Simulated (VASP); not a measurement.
Wanted: the native input for a VASP 6.6.1 run.

```yaml
Task: single point
Functional: PBE
Potentials_or_basis: VASP PAW PBE potentials, release 64 (B, O)
Cutoff: 600 eV
k_mesh: 6 × 6 × 6
Occupations: gaussian, width 0.1 eV
Spin: no spin polarisation
Dipole_correction: no
Further_INCAR_settings: ALGO = Normal; EDIFF = 1e-06; NBANDS = 24
```

The structure of BO2 lies in POSCAR:

```
BO2
1.0
    0.0000000000      3.0271501807      3.0271501807
    3.0271501807      0.0000000000      3.0271501807
    3.0271501807      3.0271501807      0.0000000000
B O
2 4
Direct
    0.0000000000      0.0000000000      0.0000000000
    0.2500000000      0.2500000000      0.2500000000
    0.6250000000      0.6250000000      0.6250000000
    0.1250000000      0.6250000000      0.6250000000
    0.6250000000      0.6250000000      0.1250000000
    0.6250000000      0.1250000000      0.6250000000
```

One way to write it, as run:

INCAR

```
SYSTEM = BO2
PREC = Accurate
ENCUT = 600
EDIFF = 1E-6
ISMEAR = 0
SIGMA = 0.1
LREAL = .False.
LASPH = .True.
NELM = 120
ALGO = Normal
ISIF = 2
LWAVE = .False.
LCHARG = .False.
GGA = PE
NBANDS = 24
GGA_COMPAT = .False.
```

KPOINTS

```
regular mesh
0
Gamma
  6 6 6
  0 0 0
```

Potentials or basis: VASP PAW PBE potentials, release 64 (B, O).

Launch:

```sh
$ cat potpaw_PBE.64/B/POTCAR potpaw_PBE.64/O/POTCAR > POTCAR
$ mpirun -np 1 vasp_std > vasp.out
```

Results of the run:

- Pressure: -0.2 GPa
- Band gap on the k mesh: zero (bands 15 and 16 overlap by 0.65 eV)

Run time: 34 s on 1 thread of Intel Xeon 8259CL, on a shared host, peak memory 0.2 GiB.
